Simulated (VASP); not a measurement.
Here is a VASP 6.6.1 calculation.

The input INCAR:

```
SYSTEM = ZrC
  PREC = Accurate
  ENCUT = 600
  EDIFF = 1E-8
  ISMEAR = -1
  SIGMA = 0.05
  LREAL = .False.
  LASPH = .True.
  NELM = 80
  ALGO = Normal
  ISIF = 3
  LWAVE = .False.
  LCHARG = .False.
  GGA = PS
  NBANDS = 24
  IBRION = 6
  NFREE = 2
  POTIM = 0.015
  NSW = 1
  LUSENCCL = .False.
```

KPOINTS

```
regular mesh
0
Gamma
  8 8 4
  0 0 0
```

The input POSCAR:

```
ZrC
1.0
    3.3914762718      0.0000000000      0.0000000000
   -1.6957381359      2.9371046077      0.0000000000
    0.0000000000      0.0000000000      5.2900530000
Zr C
2 2
Direct
    0.6666666667      0.3333333333      0.7500000000
    0.3333333333      0.6666666667      0.2500000000
    0.0000000000      0.0000000000      0.5000000000
    0.0000000000      0.0000000000      0.0000000000
```

Potentials or basis: VASP PAW PBE potentials, release 64 (Zr_sv, C).

Launch:

```bash
$ cat potpaw_PBE.64/Zr_sv/POTCAR potpaw_PBE.64/C/POTCAR > POTCAR
$ mpirun -np 1 vasp_std > vasp.out
```

Q: Estimate the Voigt bulk modulus.

A: 209 GPa.

Q: Predict the highest phonon frequency at Γ, LO-TO splitting left out.

A: 595 cm⁻¹.

Elastic tensor in Voigt notation (GPa, in the Cartesian axes of the cell as first typed):
```
371 128 134   0   0   0
128 371 134   0   0   0
134 134 349   0   0   0
  0   0   0 154   0   0
  0   0   0   0 154   0
  0   0   0   0   0 122
```

Caveat: the cell is under stress, which shifts elastic constants; the PAW data sets were made with another functional, which shifts forces and pressure a little.
